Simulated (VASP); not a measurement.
TaN: single point with PBEsol

The system is TaN.

```
CELL_PARAMETERS angstrom
0.00000 2.14371 2.14371
2.14371 0.00000 2.14371
2.14371 2.14371 0.00000
ATOMIC_POSITIONS crystal
Ta 0.50000 0.50000 0.50000
N 0.00000 0.00000 0.00000
```

| Quantity | Value |
| --- | --- |
| Program | VASP 6.6.1 |
| Task | single point |
| Functional | PBEsol |
| Potentials or basis | VASP PAW PBE potentials, release 64 (Ta_pv, N) |
| Cutoff | 520 eV |
| k mesh | 16 × 16 × 16 |
| Occupations | gaussian, width 0.1 eV |
| Spin | no spin polarisation |
| Dipole correction | no |
| Further INCAR settings | ALGO = Normal; EDIFF = 1e-06; NBANDS = 15 |

- Pressure: 26.4 GPa
- Band gap on the k mesh: zero (band 8 reaches 12.41 eV, above the bottom of band 9 at 7.91 eV)

Levels at points of the mesh, in eV from the Fermi level:
| k point | band 6 | band 7 | band 8 | band 9 | band 10 | band 11 |
| --- | --- | --- | --- | --- | --- | --- |
| (0.00, 0.00, 0.00) | -4.00 | -4.00 | -2.34 | -2.34 | -2.34 | 0.05 |
| (0.50, 0.00, 0.00) | -8.15 | -8.15 | 2.16 | 2.16 | 2.27 | 4.07 |
| (0.50, 0.50, 0.00) | -6.04 | -4.77 | -4.77 | 2.36 | 4.03 | 4.03 |

It took 13 s on 1 thread of Intel(R) Xeon(R) 6975P-C (Granite Rapids), with other jobs on the host, peak memory 0.17 GiB.

Caveat: the PAW data sets were made with another functional, which shifts forces and pressure a little; spin-orbit coupling is left out, which moves the levels of the heavy elements.
